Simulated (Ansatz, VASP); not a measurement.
## C4N: VASP beside Ansatz

INCAR

```
PREC = Accurate ; ENCUT = 600
EDIFF = 1E-6 ; ISMEAR = 0
SIGMA = 0.1 ; LREAL = F
LASPH = T ; NELM = 80
ALGO = Normal ; ISIF = 3
LWAVE = F ; LCHARG = F
GGA = PE ; IBRION = 2
NSW = 100 ; EDIFFG = -0.01
```

File KPOINTS:

```
Automatic mesh
0
Gamma
  12 12 12
```

POSCAR

```
C4N
1.0
    3.3598671075      0.0000000000      0.0000000000
    0.0000000000      3.3598671075      0.0000000000
    0.0000000000      0.0000000000      3.3598671075
C N
4 1
Direct
    0.5000000000      0.0000000000      0.0000000000
    0.0000000000      0.5000000000      0.0000000000
    0.0000000000      0.0000000000      0.5000000000
    0.5000000000      0.5000000000      0.5000000000
    0.0000000000      0.0000000000      0.0000000000
```

Input for Ansatz:

```yaml
crystal:
  lattice:
    - [3.3598671075, 0.0, 0.0]
    - [0.0, 3.3598671075, 0.0]
    - [0.0, 0.0, 3.3598671075]
  atoms:
    - { symbol: C, position: [0.5, 0.0, 0.0] }
    - { symbol: C, position: [0.0, 0.5, 0.0] }
    - { symbol: C, position: [0.0, 0.0, 0.5] }
    - { symbol: C, position: [0.5, 0.5, 0.5] }
    - { symbol: "N", position: [0.0, 0.0, 0.0] }
basis:
  ecutwfc: 420
kpoints:
  mp_grid: { grid: [12, 12, 12] }
hamiltonian:
  xc: pbe
scf:
  occupations: { method: gaussian, width: 0.1 }
output:
  forces: true
  stress: true
  eigenvalues: true
relax:
  adjacent_minimum: "off"
  f_tol: 0.01
  max_steps: 80
  cell: { stress_tol: 0.05 }
```

Change from the starting cell: species swapped into the Co4N type (Pm-3m, No. 221).

Alike in both runs: task relaxation of cell and atoms; functional PBE; k mesh 12 × 12 × 12; occupations gaussian, width 0.1 eV; no spin polarisation.

|  | VASP | Ansatz |
| --- | --- | --- |
| version | VASP 6.6.1 | Ansatz 0.2.0 |
| potentials or method | VASP PAW PBE potentials, release 64 (C, N), cutoff 600 eV | scalar-relativistic, plane waves, PAW |
| valence electrons in the cell | 21 | 21 |

```csv
,VASP,Ansatz,Ansatz less VASP
"gap on the k mesh at the Fermi level, each at its own relaxed structure (eV)",none,none,-
relaxed volume (Å³/atom),7.44,7.45,+0.009
relaxed length of the cell vector where the two differ most in proportion (Å),3.338,3.339,+0.0014
```

A gap of «none» marks a metal or a gap that the smearing closes.
